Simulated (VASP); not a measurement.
# Zn (P6_3/mmc) in VASP: single point with r2SCAN

Aim: the single point of Zn with r2SCAN.

Everything below comes from runs of VASP 6.6.1. Logs are shortened: lines on timing, memory, paths and dates and some standing lists are left out, and cuts for length are marked.

## (1) The cell of the first run

The structure is hexagonal, space group P6_3/mmc (No. 194). The conventional cell has a = 2.673 Å, b = 2.673 Å, c = 4.565 Å, α = 90.00°, β = 90.00°, γ = 120.00°. Zn (site symmetry -6m2) has 12 Zn at 2.67 to 2.76 Å within 3.5 Å.

## (2) Single point, r2SCAN

Contents of POSCAR:

```
Zn
1.0
    2.6730754323      0.0000000000      0.0000000000
   -1.3365377162      2.3149512306      0.0000000000
    0.0000000000      0.0000000000      4.5645113846
Zn
2
Direct
    0.3333333333      0.6666666667      0.2500000000
    0.6666666667      0.3333333333      0.7500000000
```

Contents of INCAR.step1:

```
SYSTEM = Zn
ALGO = Normal
EDIFF = 1E-4
ENCUT = 520
GGA = PE
ISMEAR = -1
LASPH = .TRUE.
LCHARG = .FALSE.
LREAL = .FALSE.
LWAVE = .TRUE.
NBANDS = 19
NELM = 80
PREC = Accurate
SIGMA = 0.05
```

Contents of INCAR.step2:

```
SYSTEM = Zn
ALGO = Normal
EDIFF = 1E-6
ENCUT = 520
ISIF = 2
ISMEAR = -1
ISTART = 1
LASPH = .TRUE.
LCHARG = .TRUE.
LELF = .TRUE.
LMIXTAU = .TRUE.
LREAL = .FALSE.
LVHAR = .TRUE.
LWAVE = .FALSE.
METAGGA = R2SCAN
NBANDS = 19
NELM = 80
PREC = Accurate
SIGMA = 0.05
```

Contents of KPOINTS:

```
k-points
0
G
  11 11 5
  0 0 0
```

Potentials or basis: VASP PAW PBE potentials, release 64 (Zn).

The run is started by

```bash
$ cat potpaw_PBE.64/Zn/POTCAR > POTCAR
$ cp INCAR.step1 INCAR
$ mpirun -np 1 vasp_std > vasp.out
$ cp INCAR.step2 INCAR
$ mpirun -np 1 vasp_std > vasp.out
```

OUTCAR:

```text
SYSTEM = Zn
   EDIFF = 1E-6
   ENCUT = 520
   ISIF = 2
   ISMEAR = -1
   ISTART = 1
   LASPH = .TRUE.
   LREAL = .FALSE.
   METAGGA = R2SCAN
   NELM = 80
   PREC = Accurate

 ion  position               nearest neighbor table
   1  0.333  0.667  0.250-   2 2.76   2 2.76   2 2.76   2 2.76   2 2.76   2 2.76
   2  0.667  0.333  0.750-   1 2.76   1 2.76   1 2.76   1 2.76   1 2.76   1 2.76

  LATTYP: Found a hexagonal cell.
 ALAT       =     2.6730754323
 C/A-ratio  =     1.7075879451

  Lattice vectors:

 A1 = (   2.6730754323,   0.0000000000,   0.0000000000)
 A2 = (  -1.3365377162,   2.3149512306,   0.0000000000)
 A3 = (   0.0000000000,   0.0000000000,   4.5645113846)

Analysis of symmetry for initial positions (statically):
=====================================================================
 Subroutine PRICEL returns:
 Original cell was already a primitive cell.

 Routine SETGRP: Setting up the symmetry group for a
 hexagonal supercell.

 Subroutine GETGRP returns: Found 24 space group operations
 (whereof 12 operations were pure point group operations)
 out of a pool of 24 trial point group operations.

The static configuration has the point symmetry D_3d.
 The point group associated with its full space group is D_6h.

Analysis of symmetry for dynamics (positions and initial velocities):
=====================================================================
 Subroutine PRICEL returns:
 Original cell was already a primitive cell.

 Routine SETGRP: Setting up the symmetry group for a
 hexagonal supercell.

 Subroutine GETGRP returns: Found 24 space group operations
 (whereof 12 operations were pure point group operations)
 out of a pool of 24 trial point group operations.

The dynamic configuration has the point symmetry D_3d.
 The point group associated with its full space group is D_6h.

 Subroutine INISYM returns: Found 24 space group operations
 (whereof 12 operations are pure point group operations),
 and found     1 'primitive' translations

----------------------------------------------------------------------------------------

                                     Primitive cell

  volume of cell :      28.2454

  direct lattice vectors                    reciprocal lattice vectors
     2.673075432  0.000000000  0.000000000     0.374100928  0.215987272  0.000000000
    -1.336537716  2.314951231  0.000000000     0.000000000  0.431974543  0.000000000
     0.000000000  0.000000000  4.564511385     0.000000000  0.000000000  0.219081500

  length of vectors
     2.673075432  2.673075432  4.564511385     0.431974543  0.431974543  0.219081500

  position of ions in fractional coordinates (direct lattice)
     0.333333333  0.666666667  0.250000000
     0.666666667  0.333333333  0.750000000

  ion indices of the primitive-cell ions
   primitive index   ion index
                 1           1
                 2           2

----------------------------------------------------------------------------------------

 KPOINTS: k-points

Automatic generation of k-mesh.
 Grid dimensions read from file:
 generate k-points for:   11   11    5

 Generating k-lattice:

  Cartesian coordinates                     Fractional coordinates (reciprocal lattice)
     0.034009175  0.019635207  0.000000000     0.090909091  0.000000000  0.000000000
     0.000000000  0.039270413  0.000000000     0.000000000  0.090909091  0.000000000
     0.000000000  0.000000000  0.043816300     0.000000000  0.000000000  0.200000000

  Length of vectors
     0.039270413  0.039270413  0.043816300

  Shift w.r.t. Gamma in fractional coordinates (k-lattice)
     0.000000000  0.000000000  0.000000000

 Subroutine IBZKPT returns following result:
 ===========================================

 Found     48 irreducible k-points:

 Following reciprocal coordinates:
            Coordinates               Weight
  0.000000  0.000000  0.000000      1.000000
  0.090909  0.000000  0.000000      6.000000
  0.181818 -0.000000  0.000000      6.000000
  0.272727 -0.000000  0.000000      6.000000
  0.363636 -0.000000  0.000000      6.000000
  0.454545 -0.000000  0.000000      6.000000
[... 16 lines left out ...]
  0.090909  0.090909  0.200000     12.000000
  0.181818  0.090909  0.200000     24.000000
 [... further k-points ...]
   k-points           NKPTS =     48   k-points in BZ     NKDIM =     48   number of bands    NBANDS=     19
   number of dos      NEDOS =    301   number of ions     NIONS =      2
   total plane-waves  NPLWV =  14400
   dimension x,y,z NGX =    20 NGY =   20 NGZ =   36
   dimension x,y,z NGXF=    40 NGYF=   40 NGZF=   72
   ions per type =               2
   NGX,Y,Z   is equivalent  to a cutoff of  12.44, 12.44, 13.11 a.u.
   NGXF,Y,Z  is equivalent  to a cutoff of  24.88, 24.88, 26.22 a.u.
 SYSTEM =  Zn
   PREC   = accura    normal or accurate (medium, high low for compatibility)
   ISTART =      1    job   : 0-new  1-cont  2-samecut
   ICHARG =      0    charge: 1-file 2-atom 10-const
   ISPIN  =      1    spin polarized calculation?
   LNONCOLLINEAR =      F non collinear calculations
   LSORBIT =      F    spin-orbit coupling
   LASPH  =      T    aspherical Exc in radial PAW
   ENCUT  =  520.0 eV  38.22 Ry    6.18 a.u.   4.97  4.97  8.49*2*pi/ulx,y,z
   NELM   =     80;   NELMIN=  2; NELMDL=  0     # of ELM steps
   EDIFF  = 0.1E-05   stopping-criterion for ELM
   LREAL  =      F    real-space projection
   EDIFFG = 0.1E-04   stopping-criterion for IOM
   NSW    =      0    number of steps for IOM
   IBRION =     -1    ionic relax: 0-MD 1-quasi-New 2-CG
   NFREE  =      0    steps in history (QN), initial steepest desc. (CG)
   ISIF   =      2    stress and relaxation
   ISYM   =      2    0-nonsym 1-usesym 2-fastsym
   POTIM  = 0.5000    time-step for ionic-motion
   TEBEG  =    0.0;   TEEND  =   0.0 temperature during run
   PSTRESS=    0.0 pullay stress
   NELECT =      24.0000    total number of electrons
   NUPDOWN=      -1.0000    fix difference up-down
   EMIN   =  10.00;   EMAX   =-10.00  energy-range for DOS
   EFERMI =   0.00;   METHOD = LEGACY
   ISMEAR =    -1;   SIGMA  =   0.05  broadening in eV -4-tet -1-fermi 0-gaus
   EFERMI_NEDOS =   21; number of points for ismear=-14 and -15
   IALGO  =     38    algorithm
   IMIX   =      4    mixing-type and parameters
     AMIX     =   0.40;   BMIX     =  1.00
     AMIX_MAG =   1.60;   BMIX_MAG =  1.00
  volume/ion in A,a.u.               =      14.12        95.30
  Fermi-wavevector in a.u.,A,eV,Ry     =   1.550587  2.930184 32.712758  2.404320
  Thomas-Fermi vector in A             =   2.655229
   LORBIT       =      0    0 simple, 1 ext, 2 COOP (PROOUT), +10 PAW based schemes
   METAGGA = R2SCAN    functional components
   LHFCALC =     F    Hartree Fock is set to
   AEXX    =    0.0000 exact exchange contribution
   IVDW    =     0    specifies the selected vdW correction
   LEPSILON=     F    determine dielectric tensor
   LRPA    =     F    only Hartree local field effects (RPA)
 non-spin polarized calculation
  energy-cutoff  :      520.00
  volume of cell :       28.25
 maximum number of plane-waves:       774
 NGX is ok and might be reduce to    20
   NGX =  9   NGY =  9   NGZ = 17

 number of electron      23.9999993 magnetization

 Free energy of the ion-electron system (eV)
  ---------------------------------------------------
  ext. energy  EPLUGINS =         0.00000000
  ---------------------------------------------------
  free energy    TOTEN  =       -17.81431128 eV

  energy without entropy =      -17.81129656  energy(sigma->0) =      -17.81280392

 E-fermi :   3.7681     XC(G=0): -13.1161

 val. band max:        3.6994883584   @ k =   0.1818   0.1818   0.0000
 cond. band min:       3.7785342059   @ k =   0.2727   0.0909   0.0000
 fundamental gap:      0.0790458475
 Fermi energy:         3.7681476429

 k-point     1 :       0.0000    0.0000    0.0000
  band No.  band energies     occupation
      1      -7.9640      2.00000
      2      -5.6312      2.00000
      3      -4.7718      2.00000
      4      -4.6335      2.00000
      5      -4.6334      2.00000
      6      -4.5469      2.00000
[... 11 lines left out ...]
     18      22.9293      0.00000
     19      22.9293      0.00000

 k-point     2 :       0.0909    0.0000    0.0000
  band No.  band energies     occupation
      1      -7.7119      2.00000
      2      -5.5373      2.00000
      3      -4.7800      2.00000
      4      -4.6281      2.00000
      5      -4.5749      2.00000
      6      -4.5671      2.00000
[... 11 lines left out ...]
     18      24.3102      0.00000
     19      24.8920      0.00000

 k-point     3 :       0.1818   -0.0000    0.0000
  band No.  band energies     occupation
      1      -6.9854      2.00000
      2      -5.3332      2.00000
      3      -4.8188      2.00000
      4      -4.6512      2.00000
      5      -4.5963      2.00000
      6      -4.4918      2.00000
[... 11 lines left out ...]
     18      20.6486      0.00000
     19      23.2301      0.00000

 k-point     4 :       0.2727   -0.0000    0.0000
  band No.  band energies     occupation
      1      -5.9842      2.00000
      2      -5.2628      2.00000
      3      -4.8985      2.00000
      4      -4.7123      2.00000
      5      -4.6532      2.00000
      6      -4.4975      2.00000
[... 11 lines left out ...]
     18      18.9227      0.00000
     19      22.6083      0.00000

 k-point     5 :       0.3636   -0.0000    0.0000
  band No.  band energies     occupation
      1      -5.4591      2.00000
      2      -5.3377      2.00000
      3      -5.1254      2.00000
      4      -4.5659      2.00000
      5      -4.5640      2.00000
      6      -4.5253      2.00000
[... 11 lines left out ...]
     18      18.2623      0.00000
     19      21.3460      0.00000

 k-point     6 :       0.4545   -0.0000    0.0000
  band No.  band energies     occupation
      1      -5.4492      2.00000
      2      -5.3570      2.00000
      3      -5.2411      2.00000
      4      -4.6048      2.00000
      5      -4.5779      2.00000
      6      -4.4879      2.00000
[... 11 lines left out ...]
     18      17.9447      0.00000
     19      20.6884      0.00000

 k-point     7 :       0.0909    0.0909    0.0000
  band No.  band energies     occupation
      1      -7.2206      2.00000
      2      -5.3806      2.00000
      3      -4.8234      2.00000
      4      -4.6099      2.00000
      5      -4.5890      2.00000
      6      -4.4918      2.00000
[... 11 lines left out ...]
     18      22.6365      0.00000
     19      22.7377      0.00000

 k-point     8 :       0.1818    0.0909    0.0000
  band No.  band energies     occupation
      1      -6.3227      2.00000
      2      -5.2067      2.00000
      3      -4.8676      2.00000
      4      -4.7736      2.00000
      5      -4.6547      2.00000
      6      -4.5319      2.00000
[... 256 lines left out ...]
 k-point    20 :       0.2727   -0.0000    0.2000
  band No.  band energies     occupation
      1      -5.8190      2.00000
      2      -5.2239      2.00000
      3      -4.9079      2.00000
      4      -4.8028      2.00000
      5      -4.6549      2.00000
      6      -4.4651      2.00000
[... 11 lines left out ...]
     18      19.0393      0.00000
     19      20.8023      0.00000

 k-point    21 :       0.3636   -0.0000    0.2000
  band No.  band energies     occupation
      1      -5.4937      2.00000
      2      -5.3227      2.00000
      3      -5.0241      2.00000
      4      -4.8476      2.00000
      5      -4.5142      2.00000
      6      -4.4801      2.00000
[... 11 lines left out ...]
     18      18.4086      0.00000
     19      19.6502      0.00000

 k-point    22 :       0.4545   -0.0000    0.2000
  band No.  band energies     occupation
      1      -5.4909      2.00000
      2      -5.4113      2.00000
      3      -5.0860      2.00000
      4      -4.8618      2.00000
      5      -4.5463      2.00000
      6      -4.3979      2.00000
[... 11 lines left out ...]
     18      18.1110      0.00000
     19      19.0497      0.00000

 k-point    23 :       0.0909    0.0909    0.2000
  band No.  band energies     occupation
      1      -6.9289      2.00000
      2      -5.3586      2.00000
      3      -4.8060      2.00000
      4      -4.6898      2.00000
      5      -4.6798      2.00000
      6      -4.5024      2.00000
[... 11 lines left out ...]
     18      20.4088      0.00000
     19      23.0654      0.00000

 k-point    24 :       0.1818    0.0909    0.2000
  band No.  band energies     occupation
      1      -6.0873      2.00000
      2      -5.1613      2.00000
      3      -4.8782      2.00000
      4      -4.7971      2.00000
      5      -4.7219      2.00000
      6      -4.5343      2.00000
[... 11 lines left out ...]
     18      19.1255      0.00000
     19      22.1100      0.00000

 [... further k-points ...]
[... 5 lines left out ...]
  --------------------------------------------------------------------------------------
  -------------------------------------------------------------------------------------
  Total        0.0831579      0.0831579      0.0757115     -0.0000000      0.0000000      0.0000000
  in kB        4.7170104      4.7170104      4.2946244     -0.0000000      0.0000000      0.0000000
  external PRESSURE =       4.5762151 kB  Pullay stress =       0.0000000 kB

 VOLUME and BASIS-vectors are now :
 -----------------------------------------------------------------------------
  energy-cutoff  :      520.00
  volume of cell :       28.25
      direct lattice vectors                 reciprocal lattice vectors
     2.673075432  0.000000000  0.000000000     0.374100928  0.215987272  0.000000000
    -1.336537716  2.314951231  0.000000000     0.000000000  0.431974543  0.000000000
     0.000000000  0.000000000  4.564511385     0.000000000  0.000000000  0.219081500

 POSITION                                       TOTAL-FORCE (eV/Angst)
 -----------------------------------------------------------------------------------
     -0.00000      1.54330      1.14113         0.000000      0.000000      0.000000
      1.33654      0.77165      3.42338        -0.000000      0.000000      0.000000
 -----------------------------------------------------------------------------------
    total drift:                                0.000000     -0.000000      0.000000

  FREE ENERGIE OF THE ION-ELECTRON SYSTEM (eV)
  ---------------------------------------------------
  free  energy   TOTEN  =       -17.8143112833 eV

  energy  without entropy=      -17.8112965597  energy(sigma->0) =      -17.81280392
```

Wall time 2.1 min (1 thread of AMD EPYC 7R43 (Zen 3), shared host); peak memory 0.11 GiB.

Results:

```yaml
Free_energy: -17.8143 eV
Pressure: 0.5 GPa
Band_gap_on_the_k_mesh: zero (band 12 reaches 4.88 eV, above the bottom of band 13 at 1.59 eV)
```

Caveat: the PAW data sets were made with another functional, which shifts forces and pressure a little.
